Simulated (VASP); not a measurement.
# KF (Fm-3m) in VASP: notebook

KF is run at these levels: PBE; tasks: relaxation of the atoms.

Everything below comes from runs of VASP 6.6.1. Logs are shortened: lines on timing, memory, paths and dates and some standing lists are left out, and cuts for length are marked.

**1. The cell of the first run**

The structure is cubic, space group Fm-3m (No. 225). The conventional cell has a = 4.507 Å, b = 4.507 Å, c = 4.507 Å, α = 90.00°, β = 90.00°, γ = 90.00°. Within 3.0 Å of K (site symmetry m-3m) lie 6 F at 2.25 Å. F (site symmetry m-3m) has 6 K at 2.25 Å within 3.0 Å.

**2. Relaxation of the atoms, PBE**

Contents of INCAR:

```
SYSTEM = KF
  ALGO = Normal
  EDIFF = 1E-7
  EDIFFG = -0.01
  ENCUT = 520
  GGA = PE
  IBRION = 2
  ISIF = 2
  ISMEAR = -1
  LASPH = .TRUE.
  LCHARG = .FALSE.
  LREAL = .FALSE.
  LWAVE = .FALSE.
  NELM = 80
  NSW = 50
  PREC = Accurate
  SIGMA = 0.03
```

Contents of KPOINTS:

```
k-points
0
G
  9 9 9
  0 0 0
```

Contents of POSCAR:

```
KF
1.0
    0.0000000000      2.2535255668      2.2535255668
    2.2535255668      0.0000000000      2.2535255668
    2.2535255668      2.2535255668      0.0000000000
K F
1 1
Direct
    0.0000000000      0.0000000000      0.0000000000
    0.5000000000      0.5000000000      0.5000000000
```

Potentials or basis: VASP PAW PBE potentials, release 64 (K_sv, F).

Command:

```console
$ cat potpaw_PBE.64/K_sv/POTCAR potpaw_PBE.64/F/POTCAR > POTCAR
$ mpirun -np 1 vasp_std > vasp.out
```

OUTCAR:

```text
SYSTEM = KF
   EDIFF = 1E-7
   EDIFFG = -0.01
   ENCUT = 520
   GGA = PE
   IBRION = 2
   ISIF = 2
   ISMEAR = -1
   LASPH = .TRUE.
   LREAL = .FALSE.
   NELM = 80
   NSW = 50
   PREC = Accurate

 ion  position               nearest neighbor table
   1  0.000  0.000  0.000-   2 2.25   2 2.25   2 2.25   2 2.25   2 2.25   2 2.25
   2  0.500  0.500  0.500-   1 2.25   1 2.25   1 2.25   1 2.25   1 2.25   1 2.25

  LATTYP: Found a face centered cubic cell.
 ALAT       =     4.5070511336

  Lattice vectors:

 A1 = (   0.0000000000,   2.2535255668,   2.2535255668)
 A2 = (   2.2535255668,   0.0000000000,   2.2535255668)
 A3 = (   2.2535255668,   2.2535255668,   0.0000000000)

Analysis of symmetry for initial positions (statically):
=====================================================================
 Subroutine PRICEL returns:
 Original cell was already a primitive cell.

 Routine SETGRP: Setting up the symmetry group for a
 face centered cubic supercell.

 Subroutine GETGRP returns: Found 48 space group operations
 (whereof 48 operations were pure point group operations)
 out of a pool of 48 trial point group operations.

The static configuration has the point symmetry O_h .

Analysis of symmetry for dynamics (positions and initial velocities):
=====================================================================
 Subroutine PRICEL returns:
 Original cell was already a primitive cell.

 Routine SETGRP: Setting up the symmetry group for a
 face centered cubic supercell.

 Subroutine GETGRP returns: Found 48 space group operations
 (whereof 48 operations were pure point group operations)
 out of a pool of 48 trial point group operations.

The dynamic configuration has the point symmetry O_h .

 Subroutine INISYM returns: Found 48 space group operations
 (whereof 48 operations are pure point group operations),
 and found     1 'primitive' translations

----------------------------------------------------------------------------------------

                                     Primitive cell

  volume of cell :      22.8885

  direct lattice vectors                    reciprocal lattice vectors
     0.000000000  2.253525567  2.253525567    -0.221874563  0.221874563  0.221874563
     2.253525567  0.000000000  2.253525567     0.221874563 -0.221874563  0.221874563
     2.253525567  2.253525567  0.000000000     0.221874563  0.221874563 -0.221874563

[... 85 lines left out ...]
   EDIFFG = -.1E-01   stopping-criterion for IOM
   NSW    =     50    number of steps for IOM
   IBRION =      2    ionic relax: 0-MD 1-quasi-New 2-CG
   NFREE  =      1    steps in history (QN), initial steepest desc. (CG)
   ISIF   =      2    stress and relaxation
   ISYM   =      2    0-nonsym 1-usesym 2-fastsym
   POTIM  = 0.5000    time-step for ionic-motion
   TEBEG  =    0.0;   TEEND  =   0.0 temperature during run
   PSTRESS=    0.0 pullay stress
   NELECT =      16.0000    total number of electrons
   NUPDOWN=      -1.0000    fix difference up-down
   EMIN   =  10.00;   EMAX   =-10.00  energy-range for DOS
   EFERMI =   0.00;   METHOD = LEGACY
   ISMEAR =    -1;   SIGMA  =   0.03  broadening in eV -4-tet -1-fermi 0-gaus
   EFERMI_NEDOS =   21; number of points for ismear=-14 and -15
   IALGO  =     38    algorithm
   IMIX   =      4    mixing-type and parameters
     AMIX     =   0.40;   BMIX     =  1.00
     AMIX_MAG =   1.60;   BMIX_MAG =  1.00
  volume/ion in A,a.u.               =      11.44        77.23
  Fermi-wavevector in a.u.,A,eV,Ry     =   1.452922  2.745625 28.721663  2.110983
  Thomas-Fermi vector in A             =   2.570248
   LORBIT       =      0    0 simple, 1 ext, 2 COOP (PROOUT), +10 PAW based schemes
   GGA     = PE    functional components
   LHFCALC =     F    Hartree Fock is set to
   AEXX    =    0.0000 exact exchange contribution
   IVDW    =     0    specifies the selected vdW correction
   LEPSILON=     F    determine dielectric tensor
   LRPA    =     F    only Hartree local field effects (RPA)
 conjugate gradient relaxation of ions
 non-spin polarized calculation
  energy-cutoff  :      520.00
  volume of cell :       22.89
 maximum number of plane-waves:       628
   NGX = 11   NGY = 11   NGZ = 11

 number of electron      16.0000016 magnetization

 Free energy of the ion-electron system (eV)
  ---------------------------------------------------
  ext. energy  EPLUGINS =         0.00000000
  ---------------------------------------------------
  free energy    TOTEN  =        -6.30884354 eV

  energy without entropy =       -6.30884354  energy(sigma->0) =       -6.30884354

 E-fermi :   0.6308     XC(G=0): -11.0087

 val. band max:        0.0312332075   @ k =  -0.4444   0.4444   0.0000
 cond. band min:       7.4510156224   @ k =   0.4444   0.4444   0.0000
 fundamental gap:      7.4197824149
 Fermi energy:         0.6307521480

 k-point     1 :       0.0000    0.0000    0.0000
  band No.  band energies     occupation
      1     -26.3045      2.00000
      2     -19.2834      2.00000
      3      -8.4499      2.00000
      4      -8.4499      2.00000
      5      -8.4499      2.00000
      6      -0.5841      2.00000
      7      -0.5841      2.00000
      8      -0.5841      2.00000
      9       9.2349      0.00000
     10      11.0920      0.00000
     11      11.0920      0.00000
     12      11.0920      0.00000
[... 331 lines left out ...]
 k-point    24 :       0.4444    0.4444    0.0000
  band No.  band energies     occupation
      1     -25.2908      2.00000
      2     -19.9651      2.00000
      3     -10.7012      2.00000
      4      -9.3651      2.00000
      5      -9.3651      2.00000
      6      -0.2740      2.00000
      7      -0.2740      2.00000
      8      -0.0876      2.00000
      9       7.4510      0.00000
     10      12.8800      0.00000
     11      15.6595      0.00000
     12      16.0025      0.00000

 [... further k-points ...]
[... 5 lines left out ...]
  --------------------------------------------------------------------------------------
  -------------------------------------------------------------------------------------
  Total        9.1353173      9.1353173      9.1353173      0.0000000      0.0000000     -0.0000000
  in kB      639.4649606    639.4649606    639.4649606      0.0000000      0.0000000     -0.0000000
  external PRESSURE =     639.4649606 kB  Pullay stress =       0.0000000 kB

 VOLUME and BASIS-vectors are now :
 -----------------------------------------------------------------------------
  energy-cutoff  :      520.00
  volume of cell :       22.89
      direct lattice vectors                 reciprocal lattice vectors
     0.000000000  2.253525567  2.253525567    -0.221874563  0.221874563  0.221874563
     2.253525567  0.000000000  2.253525567     0.221874563 -0.221874563  0.221874563
     2.253525567  2.253525567  0.000000000     0.221874563  0.221874563 -0.221874563

 POSITION                                       TOTAL-FORCE (eV/Angst)
 -----------------------------------------------------------------------------------
      0.00000      0.00000      0.00000        -0.000000      0.000000     -0.000000
      2.25353      2.25353      2.25353         0.000000     -0.000000      0.000000
 -----------------------------------------------------------------------------------
    total drift:                                0.000000     -0.000000      0.000000

  FREE ENERGIE OF THE ION-ELECTRON SYSTEM (eV)
  ---------------------------------------------------
  free  energy   TOTEN  =        -6.3088435373 eV

  energy  without entropy=       -6.3088435373  energy(sigma->0) =       -6.30884354

 reached required accuracy - stopping structural energy minimisation
```

OSZICAR:

```text
N       E                     dE             d eps       ncg     rms          rms(c)
DAV:   1     0.122798120620E+03    0.12280E+03   -0.91438E+03   840   0.139E+03
DAV:   2    -0.322659399174E+01   -0.12602E+03   -0.11419E+03  1008   0.357E+02
DAV:   3    -0.751302372660E+01   -0.42864E+01   -0.42620E+01  1084   0.636E+01
DAV:   4    -0.764421521070E+01   -0.13119E+00   -0.13113E+00  1068   0.110E+01
DAV:   5    -0.764947557435E+01   -0.52604E-02   -0.52600E-02  1200   0.175E+00    0.107E+01
DAV:   6    -0.630360766737E+01    0.13459E+01   -0.44227E+00   908   0.301E+01    0.104E+01
DAV:   7    -0.630562717830E+01   -0.20195E-02   -0.16843E-01  1036   0.430E+00    0.628E+00
DAV:   8    -0.630860100459E+01   -0.29738E-02   -0.37209E-02   952   0.256E+00    0.325E-01
DAV:   9    -0.630850701429E+01    0.93990E-04   -0.85062E-03  1108   0.972E-01    0.123E-01
DAV:  10    -0.630883684627E+01   -0.32983E-03   -0.11082E-03   868   0.405E-01    0.283E-02
DAV:  11    -0.630884219999E+01   -0.53537E-05   -0.81106E-05  1060   0.105E-01    0.982E-03
DAV:  12    -0.630884298984E+01   -0.78985E-06   -0.51975E-06   984   0.309E-02    0.555E-03
DAV:  13    -0.630884405257E+01   -0.10627E-05   -0.24360E-06   924   0.186E-02    0.433E-03
DAV:  14    -0.630884351966E+01    0.53290E-06   -0.14794E-06  1076   0.149E-02    0.189E-04
DAV:  15    -0.630884353733E+01   -0.17664E-07   -0.37645E-08   548   0.235E-03
   1 F= -.63088435E+01 E0= -.63088435E+01  d E =-.630884E+01
```

Wall time 9.6 s (1 thread of AMD EPYC 7R43 (Zen 3), shared host); peak memory 0.11 GiB.

Results:

```
Free energy             : -6.3088 eV
Pressure after relaxing : 63.9 GPa
Band gap on the k mesh  : 7.42 eV (least direct gap 7.54 eV)
```

Final structure:
```
K F
1.0
     0.00000    2.25353    2.25353
     2.25353    0.00000    2.25353
     2.25353    2.25353    0.00000
K F
1 1
Direct
  0.00000 0.00000 0.00000
  0.50000 0.50000 0.50000
```

Levels at points of the mesh, in eV from the valence-band top:
| k point | band 4 | band 5 | band 6 | band 7 | band 8 | band 9 | band 10 | band 11 | band 12 |
| --- | --- | --- | --- | --- | --- | --- | --- | --- | --- |
| (0.00, 0.00, 0.00) | -8.48 | -8.48 | -0.62 | -0.62 | -0.62 | 9.20 | 11.06 | 11.06 | 11.06 |

Caveat: the relaxation stopped at its first step, so nothing moved; an odd mesh through Γ misses points on the zone boundary, where band edges can lie.

**3. Relaxation of the atoms, PBE**

This run uses another cell than the first one, of 19.07 Å³/atom.

Contents of INCAR:

```
SYSTEM = KF
  ALGO = Normal
  EDIFF = 1E-6
  EDIFFG = -0.01
  ENCUT = 520
  GGA = PE
  IBRION = 2
  ISIF = 2
  ISMEAR = -1
  LASPH = .True.
  LCHARG = .False.
  LREAL = .False.
  LWAVE = .False.
  NELM = 100
  NSW = 50
  PREC = Accurate
  SIGMA = 0.03
```

Contents of KPOINTS:

```
k-points
0
Gamma
  9 9 9
  0 0 0
```

Contents of POSCAR:

```
KF
1.0
    0.0000000000      2.6718500000      2.6718500000
    2.6718500000      0.0000000000      2.6718500000
    2.6718500000      2.6718500000      0.0000000000
K F
1 1
Direct
    0.0000000000      0.0000000000      0.0000000000
    0.5000000000      0.5000000000      0.5000000000
```

Potentials or basis: VASP PAW PBE potentials, release 64 (K_sv, F).

Command:

```console
$ cat potpaw_PBE.64/K_sv/POTCAR potpaw_PBE.64/F/POTCAR > POTCAR
$ mpirun -np 1 vasp_std > vasp.out
```

Run time: 13 s. Hardware: 1 thread of AMD EPYC 7R43 (Zen 3), shared host; peak memory 0.13 GiB.

It converged, with:

```
Free energy             : -8.2901 eV
Pressure after relaxing : 1.4 GPa
Band gap on the k mesh  : 6.17 eV
```

Final structure:
```cif
data_structure
_symmetry_space_group_name_H-M 'P 1'
_symmetry_Int_Tables_number 1
_cell_length_a 3.7786
_cell_length_b 3.7786
_cell_length_c 3.7786
_cell_angle_alpha 60.000
_cell_angle_beta 60.000
_cell_angle_gamma 60.000
_cell_volume 38.15
loop_
_atom_site_label
_atom_site_type_symbol
_atom_site_fract_x
_atom_site_fract_y
_atom_site_fract_z
_atom_site_occupancy
K1 K 0.00000 0.00000 0.00000 1
F1 F 0.50000 0.50000 0.50000 1
```

Levels at points of the mesh, in eV from the valence-band top:
```
           k point  band 5  band 6  band 7  band 8  band 9  band 10  band 11  band 12
(0.00, 0.00, 0.00)   -9.39    0.00    0.00    0.00    6.17    10.68    10.68    10.68
```

Caveat: the relaxation stopped at its first step, so nothing moved; an odd mesh through Γ misses points on the zone boundary, where band edges can lie.
